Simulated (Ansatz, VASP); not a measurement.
## Two plane-wave programs on KCdCO3F

INCAR

```
SYSTEM = KCdCO3F
PREC = Accurate
ENCUT = 600
EDIFF = 1E-7
ISMEAR = 0
SIGMA = 0.02
LREAL = .FALSE.
LASPH = .TRUE.
NELM = 100
ALGO = Normal
ISIF = 3
LWAVE = .FALSE.
LCHARG = .FALSE.
GGA = PE
IBRION = 2
NSW = 100
EDIFFG = -0.002
```

The input KPOINTS:

```
regular mesh
0
G
  6 6 6
  0 0 0
```

File POSCAR:

```
KCdCO3F
1.0
    5.1322881342      0.0000000000      0.0000000000
   -2.5661440671      4.4446919038      0.0000000000
    0.0000000000      0.0000000000      4.4884328484
K Cd C O F
1 1 1 3 1
Direct
    0.0000000000      0.0000000000      0.0000000000
    0.6666666667      0.3333333333      0.5000000000
    0.3333333333      0.6666666667      0.5000000000
    0.1878675085      0.3757350169      0.5000000000
    0.1878675085      0.8121324915      0.5000000000
    0.6242649831      0.8121324915      0.5000000000
    0.6666666667      0.3333333333      0.0000000000
```

Input for Ansatz:

```yaml
crystal:
  lattice:
    - [5.1322881342, 0.0, 0.0]
    - [-2.5661440671, 4.4446919038, 0.0]
    - [0.0, 0.0, 4.4884328484]
  atoms:
    - { symbol: K, position: [0.0, 0.0, 0.0] }
    - { symbol: Cd, position: [0.6666666667, 0.3333333333, 0.5] }
    - { symbol: C, position: [0.3333333333, 0.6666666667, 0.5] }
    - { symbol: O, position: [0.1878675085, 0.3757350169, 0.5] }
    - { symbol: O, position: [0.1878675085, 0.8121324915, 0.5] }
    - { symbol: O, position: [0.6242649831, 0.8121324915, 0.5] }
    - { symbol: F, position: [0.6666666667, 0.3333333333, 0.0] }
basis:
  ecutwfc: 600.0
kpoints:
  mp_grid: { grid: [6, 6, 6] }
hamiltonian:
  xc: pbe
scf:
  occupations: { method: gaussian, width: 0.02 }
output:
  forces: true
  stress: true
  eigenvalues: true
  write_density: true
  write_potential: true
  elf: true
  volumetric_format: npy
relax:
  adjacent_minimum: "off"
  f_tol: 0.002
  max_steps: 80
  cell: { stress_tol: 0.02 }
```

Alike in both runs: task relaxation of cell and atoms; functional PBE; k mesh 6 × 6 × 6; occupations gaussian, width 0.02 eV; no spin polarisation.

```csv
,VASP,Ansatz
version,VASP 6.6.1,Ansatz 0.2.0
potentials or method,"VASP PAW PBE potentials, release 64 (K_sv, Cd, C, O, F), cutoff 600 eV","scalar-relativistic, plane waves, PAW"
valence electrons in the cell,50,58
```

|  | VASP | Ansatz | Ansatz less VASP |
| --- | --- | --- | --- |
| gap on the k mesh at the Fermi level, each at its own relaxed structure (eV) | 1.75 | 1.78 | +0.024 |
| relaxed volume (Å³/atom) | 14.66 | 14.63 | -0.028 |
| relaxed length of the cell vector where the two differ most in proportion (Å) | 4.499 | 4.489 | -0.0098 |

VASP's potentials hold 50 valence electrons a cell and Ansatz's 58, so a difference there can come from the potentials and not from the codes.
